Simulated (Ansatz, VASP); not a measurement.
**One calculation of AlRu, two programs**

```
Ru Al
1.0
     0.00000    2.10694    2.10694
     2.10694    0.00000    2.10694
     2.10694    2.10694    0.00000
Ru Al
1 1
Direct
  0.00000 0.00000 0.00000
  0.50000 0.50000 0.50000
```

Change from the starting cell: volume scaled by 0.64, PAW files, partial_waves polarizable.

Alike in both runs: task single point; functional LDA; k mesh 14 × 14 × 14; occupations fermi-dirac, width 0.05 eV; no spin polarisation.

|  | VASP | Ansatz |
| --- | --- | --- |
| version | VASP 6.6.1 | Ansatz 0.2.0 |
| potentials or method | VASP PAW LDA potentials, release 64 (Ru_pv, Al) | PAW with Ansatz's default frozen-core files, scalar-relativistic |
| plane-wave cutoff (eV) | 520 | 420 |
| valence electrons in the cell | 17 | 19 |

|  | VASP | Ansatz | Ansatz less VASP |
| --- | --- | --- | --- |
| pressure (GPa) | 190.8 | 187.1 | -3.65 |

LDA's correlation is that of Perdew and Zunger in VASP and of Perdew and Wang (1992) in Ansatz. Both programs put the cell under a high pressure, so it lies far from rest at this level. VASP's potentials hold 17 valence electrons a cell and Ansatz's 19, so a difference there can come from the potentials and not from the codes.

Noted on VASP's run: the cell as given lies far from equilibrium.
